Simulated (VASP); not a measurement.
# Mg4Se (P-43m) in VASP: single point with PBE

Aim: the single point of Mg4Se with PBE.

Everything below comes from runs of VASP 6.6.1. Logs are shortened: lines on timing, memory, paths and dates and some standing lists are left out, and cuts for length are marked.

### 1 The cell of the first run

The structure is cubic, space group P-43m (No. 215). The conventional cell has a = 5.111 Å, b = 5.111 Å, c = 5.111 Å, α = 90.00°, β = 90.00°, γ = 90.00°. Within 3.4 Å of Mg (site symmetry 3m) lie 1 Se at 2.57 Å and 3 Mg at 3.04 Å. Se (site symmetry -43m) has 4 Mg at 2.57 Å within 3.4 Å.

The cell was built from a structure type or drawn by symmetry, and may not be a known phase.

### 2 Single point, PBE

File INCAR:

```
SYSTEM = Mg4Se
ALGO = Normal
EDIFF = 1E-6
ENCUT = 600
GGA = PE
GGA_COMPAT = .False.
ISIF = 2
ISMEAR = 0
LASPH = .True.
LCHARG = .True.
LELF = .True.
LREAL = .False.
LVHAR = .True.
LWAVE = .False.
NBANDS = 15
NELM = 120
PREC = Accurate
SIGMA = 0.2
```

File KPOINTS:

```
k-points
0
Gamma
  4 4 4
  0 0 0
```

File POSCAR:

```
Mg4Se
1.0
    5.1105500043      0.0000000000      0.0000000000
    0.0000000000      5.1105500043      0.0000000000
    0.0000000000      0.0000000000      5.1105500043
Mg Se
4 1
Direct
    0.2898675897      0.2898675897      0.2898675897
    0.7101324103      0.7101324103      0.2898675897
    0.2898675897      0.7101324103      0.7101324103
    0.7101324103      0.2898675897      0.7101324103
    0.0000000000      0.0000000000      0.0000000000
```

Potentials or basis: VASP PAW PBE potentials, release 64 (Mg, Se).

Started as:

```bash
$ cat potpaw_PBE.64/Mg/POTCAR potpaw_PBE.64/Se/POTCAR > POTCAR
$ mpirun -np 1 vasp_std > vasp.out
```

OUTCAR:

```text
SYSTEM = Mg4Se
   EDIFF = 1E-6
   ENCUT = 600
   GGA = PE
   ISIF = 2
   ISMEAR = 0
   LASPH = .True.
   LREAL = .False.
   NELM = 120
   PREC = Accurate

 ion  position               nearest neighbor table
   1  0.290  0.290  0.290-   5 2.57   3 3.04   4 3.04   2 3.04
   2  0.710  0.710  0.290-   5 2.57   3 3.04   4 3.04   1 3.04
   3  0.290  0.710  0.710-   5 2.57   2 3.04   4 3.04   1 3.04
   4  0.710  0.290  0.710-   5 2.57   2 3.04   3 3.04   1 3.04
   5  0.000  0.000  0.000-   1 2.57   2 2.57   3 2.57   4 2.57

  LATTYP: Found a simple cubic cell.
 ALAT       =     5.1105500043

  Lattice vectors:

 A1 = (   5.1105500043,   0.0000000000,   0.0000000000)
 A2 = (   0.0000000000,   5.1105500043,   0.0000000000)
 A3 = (   0.0000000000,   0.0000000000,   5.1105500043)

Analysis of symmetry for initial positions (statically):
=====================================================================
 Subroutine PRICEL returns:
 Original cell was already a primitive cell.

 Routine SETGRP: Setting up the symmetry group for a
 simple cubic supercell.

 Subroutine GETGRP returns: Found 24 space group operations
 (whereof 24 operations were pure point group operations)
 out of a pool of 48 trial point group operations.

The static configuration has the point symmetry T_d .

Analysis of symmetry for dynamics (positions and initial velocities):
=====================================================================
 Subroutine PRICEL returns:
 Original cell was already a primitive cell.

 Routine SETGRP: Setting up the symmetry group for a
 simple cubic supercell.

 Subroutine GETGRP returns: Found 24 space group operations
 (whereof 24 operations were pure point group operations)
 out of a pool of 48 trial point group operations.

The dynamic configuration has the point symmetry T_d .

 Subroutine INISYM returns: Found 24 space group operations
 (whereof 24 operations are pure point group operations),
 and found     1 'primitive' translations

----------------------------------------------------------------------------------------

                                     Primitive cell

  volume of cell :     133.4759

  direct lattice vectors                    reciprocal lattice vectors
     5.110550004  0.000000000  0.000000000     0.195673655  0.000000000  0.000000000
     0.000000000  5.110550004  0.000000000     0.000000000  0.195673655  0.000000000
[... 90 lines left out ...]
   EFERMI =   0.00;   METHOD = LEGACY
   ISMEAR =     0;   SIGMA  =   0.20  broadening in eV -4-tet -1-fermi 0-gaus
   EFERMI_NEDOS =   21; number of points for ismear=-14 and -15
   IALGO  =     38    algorithm
   IMIX   =      4    mixing-type and parameters
     AMIX     =   0.40;   BMIX     =  1.00
     AMIX_MAG =   1.60;   BMIX_MAG =  1.00
  volume/ion in A,a.u.               =      26.70       180.15
  Fermi-wavevector in a.u.,A,eV,Ry     =   0.772058  1.458978  8.110071  0.596073
  Thomas-Fermi vector in A             =   1.873608
   LORBIT       =      0    0 simple, 1 ext, 2 COOP (PROOUT), +10 PAW based schemes
   GGA     = PE    functional components
   LHFCALC =     F    Hartree Fock is set to
   AEXX    =    0.0000 exact exchange contribution
   IVDW    =     0    specifies the selected vdW correction
   LEPSILON=     F    determine dielectric tensor
   LRPA    =     F    only Hartree local field effects (RPA)
 non-spin polarized calculation
 Gauss-broadening in eV      SIGMA  =   0.20
  energy-cutoff  :      600.00
  volume of cell :      133.48
 maximum number of plane-waves:      4492
 NGX is ok and might be reduce to    42
   NGX = 21   NGY = 21   NGZ = 21

 number of electron      14.0000001 magnetization

 Free energy of the ion-electron system (eV)
  ---------------------------------------------------
  ext. energy  EPLUGINS =         0.00000000
  ---------------------------------------------------
  free energy    TOTEN  =       -10.47340507 eV

  energy without entropy =      -10.42433334  energy(sigma->0) =      -10.44886921

 E-fermi :   2.0982     XC(G=0):  -8.1212

 val. band max:        1.9936872706   @ k =   0.2500   0.2500   0.0000
 cond. band min:       2.2870914307   @ k =   0.2500   0.0000   0.0000
 fundamental gap:      0.2934041600
 Fermi energy:         2.0981640429

 k-point     1 :       0.0000    0.0000    0.0000
  band No.  band energies     occupation
      1     -11.1814      2.00000
      2      -2.6443      2.00000
      3      -1.4819      2.00000
      4      -1.4819      2.00000
      5      -1.4819      2.00000
      6       1.9583      1.67744
      7       1.9583      1.67744
      8       3.8495      0.00000
      9       4.0058      0.00000
     10       4.0058      0.00000
     11       4.0058      0.00000
     12       7.2702      0.00000
     13       7.2702      0.00000
     14       7.4599      0.00000
[... 149 lines left out ...]
      2      -2.0973      2.00000
      3      -2.0973      2.00000
      4      -2.0973      2.00000
      5      -0.4510      2.00000
      6       0.4706      2.00000
      7       0.4706      2.00000
      8       0.4706      2.00000
      9       5.1597      0.00000
     10       5.1597      0.00000
     11       5.1597      0.00000
     12       8.0418      0.00000
     13       9.3948      0.00000
     14       9.3948      0.00000
     15       9.3948      0.00000

------------------------ aborting loop because EDIFF is reached ----------------------------------------

  FORCE on cell =-STRESS in cart. coord.  units (eV):
  Direction    XX          YY          ZZ          XY          YZ          ZX
  --------------------------------------------------------------------------------------
  -------------------------------------------------------------------------------------
  Total        0.0504267      0.0504267      0.0504267     -0.0000000      0.0000000      0.0000000
  in kB        0.6052960      0.6052960      0.6052960     -0.0000000      0.0000000      0.0000000
  external PRESSURE =       0.6052960 kB  Pullay stress =       0.0000000 kB

 VOLUME and BASIS-vectors are now :
 -----------------------------------------------------------------------------
  energy-cutoff  :      600.00
  volume of cell :      133.48
      direct lattice vectors                 reciprocal lattice vectors
     5.110550004  0.000000000  0.000000000     0.195673655  0.000000000  0.000000000
     0.000000000  5.110550004  0.000000000     0.000000000  0.195673655  0.000000000
     0.000000000  0.000000000  5.110550004     0.000000000  0.000000000  0.195673655

 POSITION                                       TOTAL-FORCE (eV/Angst)
 -----------------------------------------------------------------------------------
      1.48138      1.48138      1.48138         0.021658      0.021658      0.021658
      3.62917      3.62917      1.48138        -0.021658     -0.021658      0.021658
      1.48138      3.62917      3.62917         0.021658     -0.021658     -0.021658
      3.62917      1.48138      3.62917        -0.021658      0.021658     -0.021658
      0.00000      0.00000      0.00000        -0.000000     -0.000000     -0.000000
 -----------------------------------------------------------------------------------
    total drift:                               -0.000000     -0.000000      0.000000

  FREE ENERGIE OF THE ION-ELECTRON SYSTEM (eV)
  ---------------------------------------------------
  free  energy   TOTEN  =       -10.4734050739 eV

  energy  without entropy=      -10.4243333412  energy(sigma->0) =      -10.44886921
```

OSZICAR:

```text
N       E                     dE             d eps       ncg     rms          rms(c)
DAV:   1     0.287614337128E+02    0.28761E+02   -0.50298E+03   300   0.805E+02
DAV:   2    -0.725048175900E+01   -0.36012E+02   -0.31966E+02   399   0.900E+01
DAV:   3    -0.108697680718E+02   -0.36193E+01   -0.35729E+01   391   0.270E+01
DAV:   4    -0.109165652924E+02   -0.46797E-01   -0.46780E-01   363   0.372E+00
DAV:   5    -0.109169323417E+02   -0.36705E-03   -0.36704E-03   426   0.363E-01    0.395E+00
DAV:   6    -0.105121831662E+02    0.40475E+00   -0.66041E-01   349   0.359E+00    0.233E+00
DAV:   7    -0.104789014666E+02    0.33282E-01   -0.29974E-01   356   0.226E+00    0.109E+00
DAV:   8    -0.104756541315E+02    0.32473E-02   -0.40934E-02   356   0.989E-01    0.262E-01
DAV:   9    -0.104734180882E+02    0.22360E-02   -0.12661E-02   363   0.599E-01    0.989E-02
DAV:  10    -0.104734019872E+02    0.16101E-04   -0.13967E-03   342   0.219E-01    0.266E-02
DAV:  11    -0.104734112630E+02   -0.92758E-05   -0.11040E-04   426   0.562E-02    0.148E-02
DAV:  12    -0.104734044777E+02    0.67853E-05   -0.22427E-05   370   0.188E-02    0.313E-03
DAV:  13    -0.104734050739E+02   -0.59613E-06   -0.43895E-06   398   0.971E-03
   1 F= -.10473405E+02 E0= -.10448869E+02  d E =-.490717E-01
```

Run time: 30 s. Hardware: 1 thread of Intel Xeon Platinum 8488C (Sapphire Rapids), shared host; peak memory 0.26 GiB.

What came out:

- Free energy: -10.4734 eV
- Pressure: 0.1 GPa
- Largest force: 0.038 eV/Å
- Band gap on the k mesh: zero (bands 7 and 8 overlap by 2.61 eV)

Forces on the atoms (eV/Å):
```
Mg   0.022  0.022  0.022
Mg  -0.022 -0.022  0.022
Mg   0.022 -0.022 -0.022
Mg  -0.022  0.022 -0.022
Se   0.000  0.000  0.000
```
